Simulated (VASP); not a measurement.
Input of a VASP 6.6.1 run:

INCAR

```
SYSTEM = Sc
PREC = Accurate
ENCUT = 520
EDIFF = 1E-7
ISMEAR = -1
SIGMA = 0.08
LREAL = .FALSE.
LASPH = .TRUE.
NELM = 100
ALGO = Normal
ISIF = 2
LWAVE = .FALSE.
LCHARG = .FALSE.
GGA = PS
NBANDS = 30
```

Contents of KPOINTS:

```
Automatic mesh
0
G
  4 4 7
  0 0 0
```

File POSCAR:

```
Sc
1.0
    0.0000000000      4.6536924094      4.6536924094
    4.6536924094      0.0000000000      4.6536924094
    2.3268462047      2.3268462047      0.0000000000
Sc
4
Direct
    0.0023482429     -0.0093482758      0.0048735494
   -0.0024294687      0.5017342778      0.0055027272
    0.5026967393      0.0008670534     -0.0076863696
    0.4973842911      0.5067471789     -0.0026896922
```

Potentials or basis: VASP PAW PBE potentials, release 64 (Sc_sv).

Run with:

```sh
$ cat potpaw_PBE.64/Sc_sv/POTCAR > POTCAR
$ mpirun -np 1 vasp_std > vasp.out
```

Question: What does it give for the largest force?

Answer: 0.195 eV/Å.

Question: Estimate the pressure.

Answer: -3.1 GPa.

Question: What does it give for the band gap on the k mesh?

Answer: Zero (band 22 reaches 3.81 eV, above the bottom of band 23 at 3.14 eV).

Forces in eV/Å, atoms in the order of the input:
```
Sc   0.117 -0.094  0.124
Sc  -0.098  0.049 -0.059
Sc   0.056 -0.025 -0.009
Sc  -0.075  0.070 -0.056
```

Caveat: the PAW data sets were made with another functional, which shifts forces and pressure a little.
